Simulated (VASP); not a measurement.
Here is a VASP 6.6.1 calculation.

The input INCAR:

```
SYSTEM = Si
  PREC = Accurate
  ENCUT = 520
  EDIFF = 1E-7
  ISMEAR = 0
  SIGMA = 0.05
  LREAL = .FALSE.
  LASPH = .TRUE.
  NELM = 60
  ALGO = Normal
  ISIF = 2
  LWAVE = .FALSE.
  LCHARG = .FALSE.
  GGA = PS
  NBANDS = 36
```

The input KPOINTS:

```
Automatic mesh
0
G
  6 9 3
  0 0 0
```

The input POSCAR:

```
Si
1.0
    5.4328540087      0.0000000000      0.0000000000
    0.0000000000      2.7164270044     -2.7164270044
    0.6791067511      8.1492810131      8.1492810131
Si
12
Direct
    0.4687520833      0.0000000000      0.2499833333
   -0.0520812500      0.5000000000      0.4166500000
    0.4270854167      0.0000000000      0.5833166667
   -0.0937479167      0.5000000000      0.7499833333
    0.3854187500      0.0000000000      0.9166500000
   -0.0104145833      0.5000000000      0.0833166667
    0.6979187500      0.0000000000      0.4166500000
    0.1770854167      0.5000000000      0.5833166667
    0.6562520833      0.0000000000      0.7499833333
    0.1354187500      0.5000000000      0.9166500000
    0.7395854167      0.0000000000      0.0833166667
    0.2187520833      0.5000000000      0.2499833333
```

Potentials or basis: VASP PAW PBE potentials, release 64 (Si).

Command:

```console
$ cat potpaw_PBE.64/Si/POTCAR > POTCAR
$ mpirun -np 1 vasp_std > vasp.out
```

(1) Predict the band gap on the k mesh.

(2) What does it give for the pressure?

(3) Predict the largest force.

Answers

(1) zero (filled and empty bands overlap).

(2) 1.7 GPa.

(3) 4.765 eV/Å.

Caveat: the PAW data sets were made with another functional, which shifts forces and pressure a little.
